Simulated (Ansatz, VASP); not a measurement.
# One calculation of Si, two programs

```
Si
1.0
     0.00000    0.00000    5.06418
     5.06491    0.00000    0.00000
     0.00000    5.06491    0.00000
Si
8
Direct
  0.00000 0.25000 0.25000
  0.50000 0.25000 0.25000
  0.00000 0.25000 0.75000
  0.50000 0.25000 0.75000
  0.00000 0.75000 0.25000
  0.50000 0.75000 0.25000
  0.00000 0.75000 0.75000
  0.50000 0.75000 0.75000
```

Alike in both runs: task single point; functional PBE; k mesh 4 × 4 × 4; occupations gaussian, width 0.2 eV; no spin polarisation.

|  | VASP | Ansatz |
| --- | --- | --- |
| version | VASP 6.6.1 | Ansatz 0.2.0 |
| potentials or method | VASP PAW PBE potentials, release 64 (Si), cutoff 520 eV | scalar-relativistic, plane waves, PAW |
| valence electrons in the cell | 32 | 32 |

```tsv
	VASP	Ansatz	Ansatz less VASP
gap on the k mesh at the Fermi level (eV)	none	none	-
pressure (GPa)	0.2	0.2	+0.05
```

A gap of «none» marks a metal or a gap that the smearing closes. With one functional, cell and mesh, what is left measures potentials, basis and numerics.
